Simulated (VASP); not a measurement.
# SnSe (I4/mmm) in VASP: further runs

Runs on SnSe. Level: LDA. Tasks: single point.

All numbers are computed with VASP 6.6.1; they aren't measurements. Logs are shortened: lines on timing, memory, paths and dates and some standing lists are left out, and cuts for length are marked.

## Step 1: The cell of the first run

It takes space group I4/mmm (No. 139, tetragonal). The conventional cell has a = 4.167 Å, b = 4.167 Å, c = 5.746 Å, α = 90.00°, β = 90.00°, γ = 90.00°. Within 3.8 Å of Sn (site symmetry 4/mmm) lie 6 Se at 2.87 to 2.95 Å. Se (site symmetry 4/mmm) has 6 Sn at 2.87 to 2.95 Å within 3.8 Å.

## Step 2: Single point, LDA (strain -0.0250 x Voigt [1, 0, 0, 0, 0, 0])

Contents of INCAR:

```
  PREC = Accurate
  ENCUT = 520
  EDIFF = 1E-6
  ISMEAR = 0
  SIGMA = 0.05
  LREAL = False
  LASPH = True
  NELM = 80
  ALGO = Normal
  ISIF = 2
  LWAVE = False
  LCHARG = False
  NBANDS = 17
```

Contents of KPOINTS:

```
regular mesh
0
Gamma
  8 8 8
```

Contents of POSCAR:

```
SnSe
1.0
    0.0000000000      2.9466477701      2.9466477701
    2.8729815758      0.0000000000      2.9466477701
    2.8729815758      2.9466477701      0.0000000000
Sn Se
1 1
Direct
    0.0000000000      0.0000000000      0.0000000000
    0.5000000000      0.5000000000      0.5000000000
```

Potentials or basis: VASP PAW LDA potentials, release 64 (Sn_d, Se).

Command:

```bash
> cat potpaw_LDA.64/Sn_d/POTCAR potpaw_LDA.64/Se/POTCAR > POTCAR
> mpirun -np 1 vasp_std > vasp.out
```

OUTCAR:

```text
PREC = Accurate
   ENCUT = 520
   EDIFF = 1E-6
   ISMEAR = 0
   LREAL = False
   LASPH = True
   NELM = 80
   ISIF = 2

 ion  position               nearest neighbor table
   1  0.000  0.000  0.000-   2 2.87   2 2.87   2 2.95   2 2.95   2 2.95   2 2.95
   2  0.500  0.500  0.500-   1 2.87   1 2.87   1 2.95   1 2.95   1 2.95   1 2.95

  LATTYP: Found a body centered tetragonal cell.
 ALAT       =     4.1671892400
 C/A-ratio  =     1.3788582233

  Lattice vectors:

 A1 = (  -2.8729815758,   0.0000000000,  -2.9466477701)
 A2 = (  -2.8729815758,   0.0000000000,   2.9466477701)
 A3 = (   2.8729815758,   2.9466477701,   0.0000000000)

Analysis of symmetry for initial positions (statically):
=====================================================================
 Subroutine PRICEL returns:
 Original cell was already a primitive cell.

 Routine SETGRP: Setting up the symmetry group for a
 body centered tetragonal supercell.

 Subroutine GETGRP returns: Found 16 space group operations
 (whereof 16 operations were pure point group operations)
 out of a pool of 16 trial point group operations.

The static configuration has the point symmetry D_4h.

Analysis of symmetry for dynamics (positions and initial velocities):
=====================================================================
 Subroutine PRICEL returns:
 Original cell was already a primitive cell.

 Routine SETGRP: Setting up the symmetry group for a
 body centered tetragonal supercell.

 Subroutine GETGRP returns: Found 16 space group operations
 (whereof 16 operations were pure point group operations)
 out of a pool of 16 trial point group operations.

The dynamic configuration has the point symmetry D_4h.

 Subroutine INISYM returns: Found 16 space group operations
 (whereof 16 operations are pure point group operations),
 and found     1 'primitive' translations

----------------------------------------------------------------------------------------

                                     Primitive cell

  volume of cell :      49.8907

  direct lattice vectors                    reciprocal lattice vectors
     0.000000000  2.946647770  2.946647770    -0.174035227  0.169684346  0.169684346
     2.872981576  0.000000000  2.946647770     0.174035227 -0.169684346  0.169684346
     2.872981576  2.946647770  0.000000000     0.174035227  0.169684346 -0.169684346
[... 75 lines left out ...]
   PREC   = accura    normal or accurate (medium, high low for compatibility)
   ISTART =      0    job   : 0-new  1-cont  2-samecut
   ICHARG =      2    charge: 1-file 2-atom 10-const
   ISPIN  =      1    spin polarized calculation?
   LNONCOLLINEAR =      F non collinear calculations
   LSORBIT =      F    spin-orbit coupling
   LASPH  =      T    aspherical Exc in radial PAW
   ENCUT  =  520.0 eV  38.22 Ry    6.18 a.u.   7.75  7.65  7.65*2*pi/ulx,y,z
   NELM   =     80;   NELMIN=  2; NELMDL= -5     # of ELM steps
   EDIFF  = 0.1E-05   stopping-criterion for ELM
   LREAL  =      F    real-space projection
   EDIFFG = 0.1E-04   stopping-criterion for IOM
   NSW    =      0    number of steps for IOM
   IBRION =     -1    ionic relax: 0-MD 1-quasi-New 2-CG
   NFREE  =      0    steps in history (QN), initial steepest desc. (CG)
   ISIF   =      2    stress and relaxation
   ISYM   =      2    0-nonsym 1-usesym 2-fastsym
   POTIM  = 0.5000    time-step for ionic-motion
   TEBEG  =    0.0;   TEEND  =   0.0 temperature during run
   PSTRESS=    0.0 pullay stress
   NELECT =      20.0000    total number of electrons
   NUPDOWN=      -1.0000    fix difference up-down
   EMIN   =  10.00;   EMAX   =-10.00  energy-range for DOS
   EFERMI =   0.00;   METHOD = LEGACY
   ISMEAR =     0;   SIGMA  =   0.05  broadening in eV -4-tet -1-fermi 0-gaus
   EFERMI_NEDOS =   21; number of points for ismear=-14 and -15
   IALGO  =     38    algorithm
   IMIX   =      4    mixing-type and parameters
     AMIX     =   0.40;   BMIX     =  1.00
     AMIX_MAG =   1.60;   BMIX_MAG =  1.00
  volume/ion in A,a.u.               =      24.95       168.34
  Fermi-wavevector in a.u.,A,eV,Ry     =   1.207105  2.281098 19.825084  1.457103
  Thomas-Fermi vector in A             =   2.342753
   LORBIT       =      0    0 simple, 1 ext, 2 COOP (PROOUT), +10 PAW based schemes
   GGA     = CA    functional components
   LHFCALC =     F    Hartree Fock is set to
   AEXX    =    0.0000 exact exchange contribution
   IVDW    =     0    specifies the selected vdW correction
   LEPSILON=     F    determine dielectric tensor
   LRPA    =     F    only Hartree local field effects (RPA)
 non-spin polarized calculation
 Gauss-broadening in eV      SIGMA  =   0.05
  energy-cutoff  :      520.00
  volume of cell :       49.89
 maximum number of plane-waves:      1359
   NGX = 15   NGY = 15   NGZ = 15

 number of electron      19.9999994 magnetization

 Free energy of the ion-electron system (eV)
  ---------------------------------------------------
  ext. energy  EPLUGINS =         0.00000000
  ---------------------------------------------------
  free energy    TOTEN  =        -9.49122121 eV

  energy without entropy =       -9.49122121  energy(sigma->0) =       -9.49122121

 E-fermi :   6.6552     XC(G=0): -10.2818

 val. band max:        6.4278585477   @ k =  -0.2500   0.1250   0.0000
 cond. band min:       7.1199503165   @ k =   0.5000   0.1250   0.1250
 fundamental gap:      0.6920917688
 Fermi energy:         6.6552416412

 k-point     1 :       0.0000    0.0000    0.0000
  band No.  band energies     occupation
      1     -15.0362      2.00000
      2     -15.0293      2.00000
      3     -15.0288      2.00000
      4     -15.0245      2.00000
      5     -15.0245      2.00000
      6      -8.0411      2.00000
[... 457 lines left out ...]
      4     -15.0158      2.00000
      5     -15.0143      2.00000
      6      -7.3250      2.00000
[... 9 lines left out ...]
     16      15.7504      0.00000
     17      17.5900      0.00000

 [... further k-points ...]
[... 5 lines left out ...]
  --------------------------------------------------------------------------------------
  -------------------------------------------------------------------------------------
  Total        1.4654370      0.1350164      0.1350164      0.0000000      0.0000000      0.0000000
  in kB       47.0607087      4.3358868      4.3358868      0.0000000      0.0000000      0.0000000
  external PRESSURE =      18.5774941 kB  Pullay stress =       0.0000000 kB

 VOLUME and BASIS-vectors are now :
 -----------------------------------------------------------------------------
  energy-cutoff  :      520.00
  volume of cell :       49.89
      direct lattice vectors                 reciprocal lattice vectors
     0.000000000  2.946647770  2.946647770    -0.174035227  0.169684346  0.169684346
     2.872981576  0.000000000  2.946647770     0.174035227 -0.169684346  0.169684346
     2.872981576  2.946647770  0.000000000     0.174035227  0.169684346 -0.169684346

 POSITION                                       TOTAL-FORCE (eV/Angst)
 -----------------------------------------------------------------------------------
      0.00000      0.00000      0.00000         0.000000     -0.000000     -0.000000
      2.87298      2.94665      2.94665        -0.000000      0.000000      0.000000
 -----------------------------------------------------------------------------------
    total drift:                                0.000000     -0.000000     -0.000000

  FREE ENERGIE OF THE ION-ELECTRON SYSTEM (eV)
  ---------------------------------------------------
  free  energy   TOTEN  =        -9.4912212056 eV

  energy  without entropy=       -9.4912212056  energy(sigma->0) =       -9.49122121
```

stdout:

```text
POSCAR found type information on POSCAR SnSe
 POSCAR found :  2 types and       2 ions
 scaLAPACK will be used
 LDA part: xc-table for (Slater(with rela. corr.)+CA(PZ))
 , standard interpolation
 POSCAR, INCAR and KPOINTS ok, starting setup
 FFT: planning ... GRIDC
 FFT: planning ... GRID_SOFT
 FFT: planning ... GRID
 WAVECAR not read
 entering main loop
```

Wall time 12 s (1 thread of Intel Xeon 6975P-C (Granite Rapids), shared host); peak memory 0.18 GiB.

Results:

```yaml
Free_energy: -9.4912 eV
Pressure: 1.9 GPa
Band_gap_on_the_k_mesh: 0.69 eV, indirect (least direct gap 0.85 eV)
```

Stress tensor (GPa, compression positive):
```
4.71 0.00 0.00
0.00 0.43 0.00
0.00 0.00 0.43
```

Levels at points of the mesh, in eV from the valence-band top:
```tsv
k point	band 6	band 7	band 8	band 9	band 10	band 11	band 12	band 13	band 14	band 15
(0.00, 0.00, 0.00)	-14.47	-4.83	-2.57	-2.30	-2.30	4.38	4.38	5.05	5.74	5.74
(0.50, 0.00, 0.00)	-13.32	-8.55	-2.13	-2.08	-0.12	0.93	1.09	1.26	8.45	10.23
(0.50, 0.50, 0.00)	-12.99	-6.06	-6.04	-4.15	-3.84	2.76	5.52	6.20	6.39	10.79
(0.00, 0.50, 0.50)	-12.87	-6.17	-6.11	-4.06	-4.06	2.66	5.72	5.72	6.74	10.84
```

Caveat: the cell differs from its parent crystal (strain -0.0250 x Voigt [1, 0, 0, 0, 0, 0]); spin-orbit coupling is left out, which moves the levels of the heavy elements.

## Step 3: Single point, LDA (strain +0.0250 x Voigt [1, 0, 0, 0, 0, 0])

Contents of INCAR:

```
  PREC = Accurate
  ENCUT = 520
  EDIFF = 1E-6
  ISMEAR = 0
  SIGMA = 0.05
  LREAL = F
  LASPH = T
  NELM = 80
  ALGO = Normal
  ISIF = 2
  LWAVE = F
  LCHARG = T
  GGA = CA
  LELF = T
  LVHAR = T
  NBANDS = 17
```

KPOINTS is that of step 2.

Contents of POSCAR:

```
SnSe
1.0
    0.0000000000      2.9466477701      2.9466477701
    3.0203139644      0.0000000000      2.9466477701
    3.0203139644      2.9466477701      0.0000000000
Sn Se
1 1
Direct
    0.0000000000      0.0000000000      0.0000000000
    0.5000000000      0.5000000000      0.5000000000
```

Potentials or basis: VASP PAW LDA potentials, release 64 (Sn_d, Se).

Command:

```bash
> cat potpaw_LDA.64/Sn_d/POTCAR potpaw_LDA.64/Se/POTCAR > POTCAR
> mpirun -np 1 vasp_std > vasp.out
```

It took 13 s on 1 thread of Intel Xeon 6975P-C (Granite Rapids), shared host; peak memory 0.18 GiB.

It converged, with:

```yaml
Free_energy: -9.4965 eV
Pressure: -1.2 GPa
Band_gap_on_the_k_mesh: 0.74 eV, indirect (least direct gap 0.82 eV)
```

Stress tensor (GPa, compression positive):
```
-3.28  0.00  0.00
 0.00 -0.18  0.00
 0.00  0.00 -0.18
```

Levels at points of the mesh, in eV from the valence-band top:
```csv
k point,band 8,band 9,band 10,band 11,band 12,band 13
"(0.00, 0.00, 0.00)",-2.23,-2.23,-1.99,4.10,4.70,4.70
"(0.50, 0.00, 0.00)",-1.91,-1.86,0.00,0.82,1.23,1.36
"(0.50, 0.50, 0.00)",-5.64,-3.84,-3.56,2.96,5.26,5.87
"(0.00, 0.50, 0.50)",-5.59,-3.65,-3.65,3.04,5.70,5.70
```

Caveat: the cell differs from its parent crystal (strain +0.0250 x Voigt [1, 0, 0, 0, 0, 0]); spin-orbit coupling is left out, which moves the levels of the heavy elements.

## Step 4: Single point, LDA (strain +0.0500 x Voigt [1, 0, 0, 0, 0, 0])

Contents of INCAR:

```
SYSTEM = SnSe
PREC = Accurate ; ENCUT = 520
EDIFF = 1E-6 ; ISMEAR = 0
SIGMA = 0.05 ; LREAL = .FALSE.
LASPH = .TRUE. ; NELM = 60
ALGO = Normal ; ISIF = 2
LWAVE = .FALSE. ; LCHARG = .FALSE.
NBANDS = 17
```

Contents of KPOINTS:

```
Automatic mesh
0
G
  8 8 8
  0 0 0
```

Contents of POSCAR:

```
SnSe
1.0
    0.0000000000      2.9466477701      2.9466477701
    3.0939801586      0.0000000000      2.9466477701
    3.0939801586      2.9466477701      0.0000000000
Sn Se
1 1
Direct
    0.0000000000      0.0000000000      0.0000000000
    0.5000000000      0.5000000000      0.5000000000
```

Command:

```bash
> cat potpaw_LDA.64/Sn_d/POTCAR potpaw_LDA.64/Se/POTCAR > POTCAR
> mpirun -np 1 vasp_std > vasp.out
```

It took 12 s on 1 thread of Intel Xeon 6975P-C (Granite Rapids), shared host; peak memory 0.18 GiB.

Results (log left out):

| Quantity | Value |
| --- | --- |
| Free energy | -9.4602 eV |
| Pressure | -2.2 GPa |
| Band gap on the k mesh | 0.66 eV, indirect (least direct gap 0.71 eV) |

Stress tensor (GPa, compression positive):
```
-5.72  0.00  0.00
 0.00 -0.48  0.00
 0.00  0.00 -0.48
```

Levels at points of the mesh, in eV from the valence-band top:
```tsv
k point	band 7	band 8	band 9	band 10	band 11	band 12	band 13	band 14
(0.00, 0.00, 0.00)	-5.03	-2.28	-2.28	-1.83	3.64	4.76	4.76	5.71
(0.50, 0.00, 0.00)	-8.11	-1.92	-1.81	-0.04	0.72	1.17	1.40	8.28
(0.50, 0.50, 0.00)	-6.08	-5.53	-3.92	-3.37	2.98	4.77	5.95	6.29
(0.00, 0.50, 0.50)	-5.87	-5.43	-3.54	-3.54	3.14	5.61	5.61	5.64
```

Caveat: the cell differs from its parent crystal (strain +0.0500 x Voigt [1, 0, 0, 0, 0, 0]); spin-orbit coupling is left out, which moves the levels of the heavy elements. A k mesh can miss the band edges.

## Step 5: The runs side by side

| cell | gap on the mesh (eV) | pressure (GPa) |
| --- | --- | --- |
| a = 4.167, b = 4.115, c = 4.115 Å, angles 60.8, 59.6, 59.6°, 2 atoms | 0.69 | 1.9 |
| a = 4.167, b = 4.220, c = 4.220 Å, angles 59.2, 60.4, 60.4°, 2 atoms | 0.74 | -1.2 |
| a = 4.167, b = 4.273, c = 4.273 Å, angles 58.4, 60.8, 60.8°, 2 atoms | 0.66 | -2.2 |

Alike in all rows: task single point; level LDA; potentials or basis VASP PAW LDA potentials, release 64 (Sn_d, Se); no spin polarisation; k mesh 8 × 8 × 8; cutoff (eV) 520; smearing gaussian 0.05 eV.

Caveats: spin-orbit coupling is left out, which moves the levels of the heavy elements.

Absolute energies hang on the potentials; compare differences alone.
